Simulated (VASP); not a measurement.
Input of a VASP 6.6.1 run:

File POSCAR:

```
SnTe
1.0
    0.0000000000      3.5374284581      3.5374284581
    3.5374284581      0.0000000000      3.5374284581
    3.5374284581      3.5374284581      0.0000000000
Te Sn
1 1
Direct
    0.2500000000      0.2500000000      0.2500000000
    0.0000000000      0.0000000000      0.0000000000
```

INCAR.step1

```
  PREC = Accurate
  ENCUT = 520
  EDIFF = 1E-5
  ISMEAR = -1
  SIGMA = 0.05
  LREAL = False
  LASPH = True
  NELM = 100
  ALGO = Normal
  ISIF = 2
  LWAVE = True
  LCHARG = False
  NBANDS = 17
  GGA = PE
```

INCAR.step2

```
  PREC = Accurate
  ENCUT = 520
  EDIFF = 1E-7
  ISMEAR = -1
  SIGMA = 0.05
  LREAL = False
  LASPH = True
  NELM = 100
  ALGO = Normal
  ISIF = 2
  LWAVE = False
  LCHARG = False
  GGA = PE
  LHFCALC = True
  HFSCREEN = 0.2079
  PRECFOCK = Normal
  NBANDS = 17
  ISTART = 1
```

Contents of KPOINTS:

```
regular mesh
0
Gamma
  4 4 4
```

Potentials or basis: VASP PAW PBE potentials, release 64 (Te, Sn_d).

Launch:

```sh
$ cat potpaw_PBE.64/Te/POTCAR potpaw_PBE.64/Sn_d/POTCAR > POTCAR
$ cp INCAR.step1 INCAR
$ mpirun -np 1 vasp_std > vasp.out
$ cp INCAR.step2 INCAR
$ mpirun -np 1 vasp_std > vasp.out
```

Task: What does it give for the pressure?

Result: 0.7 GPa.

Task: Predict the band gap on the k mesh.

Result: 0.13 eV (least direct gap 1.04 eV).

Caveat: the PAW data sets were made with another functional, which shifts forces and pressure a little; spin-orbit coupling is left out, which moves the levels of the heavy elements. A k mesh can miss the band edges.
